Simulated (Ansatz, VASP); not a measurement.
One calculation of Pt, two programs

Contents of INCAR:

```
SYSTEM = Pt
PREC = Accurate ; ENCUT = 520
EDIFF = 1E-7 ; ISMEAR = 0
SIGMA = 0.15 ; LREAL = .FALSE.
LASPH = .TRUE. ; NELM = 60
ALGO = Normal ; ISIF = 2
LWAVE = .FALSE. ; LCHARG = .FALSE.
GGA = PE ; NBANDS = 11
```

Contents of KPOINTS:

```
regular mesh
0
G
  20 20 20
  0 0 0
```

The input POSCAR:

```
Pt
1.0
    0.0000000000      2.0557950000      2.0068475000
    2.0557950000      0.0000000000      2.0068475000
    2.0557950000      2.0557950000      0.0000000000
Pt
1
Direct
    0.0000000000      0.0000000000      0.0000000000
```

Input for Ansatz:

```yaml
crystal:
  lattice:
    - [0.0, 2.055795, 2.0068475]
    - [2.055795, 0.0, 2.0068475]
    - [2.055795, 2.055795, 0.0]
  atoms:
    - { symbol: Pt, position: [0.0, 0.0, 0.0] }
basis:
  ecutwfc: 420
kpoints:
  mp_grid: { grid: [20, 20, 20] }
hamiltonian:
  xc: pbe
scf:
  occupations: { method: gaussian, width: 0.15 }
output:
  forces: true
  stress: true
  eigenvalues: true
```

Change from the starting cell: strain +0.050 along x and y, +0.025 along z, atoms carried along.

Alike in both runs: task single point; functional PBE; k mesh 20 × 20 × 20; occupations gaussian, width 0.15 eV; no spin polarisation.

```csv
,VASP,Ansatz
version,VASP 6.6.1,Ansatz 0.2.0
potentials or method,"VASP PAW PBE potentials, release 64 (Pt), cutoff 520 eV","scalar-relativistic, plane waves, PAW"
valence electrons in the cell,10,18
```

|  | VASP | Ansatz | Ansatz less VASP |
| --- | --- | --- | --- |
| gap on the k mesh at the Fermi level (eV) | none | none | - |
| pressure (GPa) | -16.3 | -15.9 | +0.35 |
| traceless stress, the component that is largest in VASP (GPa) | 0.82 | 0.82 | +0.005 |

A gap of «none» marks a metal or a gap that the smearing closes. VASP's potentials hold 10 valence electrons a cell and Ansatz's 18, so a difference there can come from the potentials and not from the codes.

Spin-orbit coupling is off throughout.
